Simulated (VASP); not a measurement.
Input of a VASP 6.6.1 run:

INCAR

```
SYSTEM = CdS
  ALGO = Normal
  EDIFF = 1E-6
  ENCUT = 500
  GGA = PE
  GGA_COMPAT = .FALSE.
  ISIF = 2
  ISMEAR = 0
  LASPH = .TRUE.
  LCHARG = .TRUE.
  LELF = .TRUE.
  LREAL = .FALSE.
  LVHAR = .TRUE.
  LWAVE = .FALSE.
  NBANDS = 16
  NELM = 120
  PREC = Accurate
  SIGMA = 0.02
```

File KPOINTS:

```
k-points
0
G
  8 8 8
  0 0 0
```

File POSCAR:

```
CdS
1.0
    0.0000000000      2.9165000000      2.9165000000
    2.9165000000      0.0000000000      2.9165000000
    2.9165000000      2.9165000000      0.0000000000
Cd S
1 1
Direct
    0.0000000000      0.0000000000      0.0000000000
    0.2500000000      0.2500000000      0.2500000000
```

Potentials or basis: VASP PAW PBE potentials, release 64 (Cd, S).

The run is started by

```sh
$ cat potpaw_PBE.64/Cd/POTCAR potpaw_PBE.64/S/POTCAR > POTCAR
$ mpirun -np 1 vasp_std > vasp.out
```

Problem. What does it give for the band gap on the k mesh?

Solution. 1.15 eV.

Problem. What does it give for the pressure?

Solution. 3.2 GPa.

Caveat: the cell stands under pressure.
